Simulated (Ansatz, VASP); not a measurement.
**C3N in VASP and in Ansatz**

INCAR

```
SYSTEM = C3N
ALGO     = Normal         ! electronic algorithm
EDIFF    = 1E-6           ! SCF threshold, eV
EDIFFG   = -0.01          ! ionic threshold
ENCUT    = 600            ! plane-wave cutoff, eV
GGA      = PE             ! functional
IBRION   = 2              ! ionic algorithm
ISIF     = 3              ! what is computed and relaxed
ISMEAR   = 0              ! smearing method
LASPH    = .True.         ! aspherical terms in the spheres
LCHARG   = .False.        ! write CHGCAR
LREAL    = .False.        ! projectors in reciprocal space
LWAVE    = .False.        ! write WAVECAR
NELM     = 60             ! most SCF steps
NSW      = 100            ! ionic steps
PREC     = Accurate       ! precision mode
SIGMA    = 0.1            ! smearing width, eV
```

Contents of KPOINTS:

```
k-points
0
Gamma
  12 12 16
  0 0 0
```

The input POSCAR:

```
C3N
1.0
    4.9671908084      0.0000000000      0.0000000000
   -2.4835954042      4.3017134255      0.0000000000
    0.0000000000      0.0000000000      2.2944271449
C N
6 2
Direct
    0.1579095097      0.3158190193      0.2500000000
    0.1579095097      0.8420904903      0.2500000000
    0.6841809807      0.8420904903      0.2500000000
    0.8420904903      0.6841809807      0.7500000000
    0.8420904903      0.1579095097      0.7500000000
    0.3158190193      0.1579095097      0.7500000000
    0.3333333333      0.6666666667      0.7500000000
    0.6666666667      0.3333333333      0.2500000000
```

Input for Ansatz:

```yaml
crystal:
  lattice:
    - [4.9671904839, 0.0, 0.0]
    - [-2.483595242, 4.3017131445, 0.0]
    - [0.0, 0.0, 2.2944270218]
  atoms:
    - { symbol: C, position: [0.1579095794, 0.3158191588, 0.25] }
    - { symbol: C, position: [0.1579095794, 0.8420904206, 0.25] }
    - { symbol: C, position: [0.6841808412, 0.8420904206, 0.25] }
    - { symbol: C, position: [0.8420904206, 0.6841808412, 0.75] }
    - { symbol: C, position: [0.8420904206, 0.1579095794, 0.75] }
    - { symbol: C, position: [0.3158191588, 0.1579095794, 0.75] }
    - { symbol: "N", position: [0.3333333333, 0.6666666667, 0.75] }
    - { symbol: "N", position: [0.6666666667, 0.3333333333, 0.25] }
basis:
  ecutwfc: 420
kpoints:
  mp_grid: { grid: [12, 12, 16] }
hamiltonian:
  xc: pbe
scf:
  occupations: { method: gaussian, width: 0.1 }
output:
  forces: true
  stress: true
  eigenvalues: true
relax:
  adjacent_minimum: "off"
  f_tol: 0.01
  max_steps: 80
  cell: { stress_tol: 0.05 }
```

Change from the starting cell: species swapped into the InRh3 type (P6_3/mmc, No. 194).

Alike in both runs: task relaxation of cell and atoms; functional PBE; k mesh 12 × 12 × 16; occupations gaussian, width 0.1 eV; no spin polarisation.

|  | VASP | Ansatz |
| --- | --- | --- |
| version | VASP 6.6.1 | Ansatz 0.2.0 |
| potentials or method | VASP PAW PBE potentials, release 64 (C, N), cutoff 600 eV | scalar-relativistic, plane waves, PAW |
| valence electrons in the cell | 34 | 34 |

|  | VASP | Ansatz | Ansatz less VASP |
| --- | --- | --- | --- |
| gap on the k mesh at the Fermi level, each at its own relaxed structure (eV) | none | none | - |
| relaxed volume (Å³/atom) | 6.12 | 6.13 | +0.010 |
| relaxed length of the cell vector where the two differ most in proportion (Å) | 4.959 | 4.962 | +0.0031 |

A gap of «none» marks a metal or a gap that the smearing closes.
